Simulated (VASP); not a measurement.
Wanted: the native input for a VASP 6.6.1 run.

| Item | Value |
| --- | --- |
| Task | single point |
| Functional | LDA |
| Potentials or basis | VASP PAW LDA potentials, release 64 (Au) |
| Cutoff | 520 eV |
| k mesh | 2 × 3 × 1 |
| Occupations | fermi-dirac, width 0.1 eV |
| Spin | no spin polarisation |
| Dipole correction | no |
| Further INCAR settings | LREAL = Auto; ALGO = Normal; EDIFF = 1e-06; NBANDS = 102 |

The structure of Au lies in POSCAR:

```
Au
1.0
    8.1600000000      0.0000000000      0.0000000000
    0.0000000000      5.7699910000      0.0000000000
    0.0000000000      0.0000000000     15.3274940000
Au
16
Direct
    0.2500000000      0.2500003899      0.0652422373
    0.7500000000      0.2500003899      0.0652422373
    0.2500000000      0.7500011698      0.0652422373
    0.7500000000      0.7500011698      0.0652422373
   -0.0064215686     -0.0035182031      0.1451509294
    0.4970343137      0.0171057459      0.1262959229
    0.0132475490      0.4998794626      0.1475648922
    0.4971813725      0.4703473541      0.1333355603
    0.2693627451      0.1361353943      0.2574132471
    0.7794852941      0.1681458429      0.2796412773
    0.2810906863      0.6670720977      0.2548818483
    0.7867524510      0.6775400516      0.2670169044
    0.0358210784     -0.0884923391      0.3407602052
    0.5378676471     -0.0807106978      0.3242604434
    0.0581495098      0.4116470892      0.3321090845
    0.5268504902      0.4164824521      0.3260741776
```

These files were run (other wordings do the same):

INCAR

```
SYSTEM = Au
  PREC = Accurate
  ENCUT = 520
  EDIFF = 1E-6
  ISMEAR = -1
  SIGMA = 0.1
  LREAL = Auto
  LASPH = .TRUE.
  NELM = 80
  ALGO = Normal
  ISIF = 2
  LWAVE = .FALSE.
  LCHARG = .FALSE.
  GGA = CA
  NBANDS = 102
```

KPOINTS

```
regular mesh
0
G
  2 3 1
  0 0 0
```

Potentials or basis: VASP PAW LDA potentials, release 64 (Au).

Launch:

```console
$ cat potpaw_LDA.64/Au/POTCAR > POTCAR
$ mpirun -np 1 vasp_std > vasp.out
```

It gave:

```
Largest force          : 1.959 eV/Å
Band gap on the k mesh : zero (bands 88 and 89 overlap by 0.50 eV)
```

Caveat: the k points lie up to 0.38 Å⁻¹ apart; the atoms stand as in a frame of molecular dynamics; spin-orbit coupling is left out, which moves the levels of the heavy elements.

Wall time 8.1 min on 1 thread of Intel(R) Xeon(R) Platinum 8488C (Sapphire Rapids) (shared host), peak memory 0.62 GiB.
